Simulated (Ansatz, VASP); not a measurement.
# Zr: VASP beside Ansatz

```
Zr
1.0
    -1.73146    1.73146    1.73146
     1.73146   -1.73146    1.73146
     1.73146    1.73146   -1.73146
Zr
1
Cartesian
  0.0000 0.0000 0.0000
```

Change from the starting cell: volume scaled by 0.95, PAW files.

Alike in both runs: task single point; functional PBEsol; k mesh 15 × 15 × 15; occupations fermi-dirac, width 0.08 eV; no spin polarisation.

|  | VASP | Ansatz |
| --- | --- | --- |
| version | VASP 6.6.1 | Ansatz 0.2.0 |
| potentials or method | VASP PAW PBE potentials, release 64 (Zr_sv) | PAW with Ansatz's default frozen-core files, scalar-relativistic |
| plane-wave cutoff (eV) | 500 | 420 |
| valence electrons in the cell | 12 | 12 |

Ansatz gave:

- pressure (GPa): 5.0

Question: What did VASP give for the same quantities?

Answer: Pressure (GPa): 5.2.

VASP's potentials were made for PBE, not for PBEsol. With one functional, cell and mesh, what is left measures potentials, basis and numerics.
